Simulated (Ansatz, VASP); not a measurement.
One calculation of BaTiO3, two programs

```
Ba Ti O
1.0
     2.88313    1.66457    2.36319
    -2.88313    1.66457    2.36319
     0.00000   -3.32915    2.36319
Ba Ti O
1 1 3
Direct
  0.00000 0.00000 0.00000
  0.51400 0.51400 0.51400
  0.49160 0.49160 0.98150
  0.49160 0.98150 0.49160
  0.98150 0.49160 0.49160
```

Change from the starting cell: volume scaled by 1.06, crystal datasets.

Alike in both runs: task electric field gradients; functional LDA; k mesh 9 × 9 × 9; occupations fermi-dirac, width 0.05 eV; no spin polarisation.

|  | VASP | Ansatz |
| --- | --- | --- |
| version | VASP 6.6.1 | Ansatz 0.2.0 |
| potentials or method | VASP PAW LDA potentials, release 64 (Ba_sv, Ti_sv, O), cutoff 520 eV | all-electron PAW with datasets made for the crystal, scalar-relativistic |

Ansatz gave:

| Quantity | Value |
| --- | --- |
| gap on the k mesh at the Fermi level (eV) | 2.21 |
| pressure (GPa) | -14.2 |
| traceless stress, the component that is largest in VASP (GPa) | 0.27 |
| rms of the force components (eV/Å) | 0.243 |
| size of Vzz on the site where it differs most (V/Å²) | 22.1 |

Problem. What did VASP give for the same quantities?

Solution. gap on the k mesh at the Fermi level (eV): 2.16; pressure (GPa): -12.5; traceless stress, the component that is largest in VASP (GPa): 0.22; rms of the force components (eV/Å): 0.212; size of Vzz on the site where it differs most (V/Å²): 21.7.

LDA's correlation is that of Perdew and Zunger in VASP and of Perdew and Wang (1992) in Ansatz. Atom by atom the forces differ by 0.032 eV/Å (rms over components). Ansatz ran all-electron here, and VASP with PAW potentials.

Neither program's run includes spin-orbit coupling.
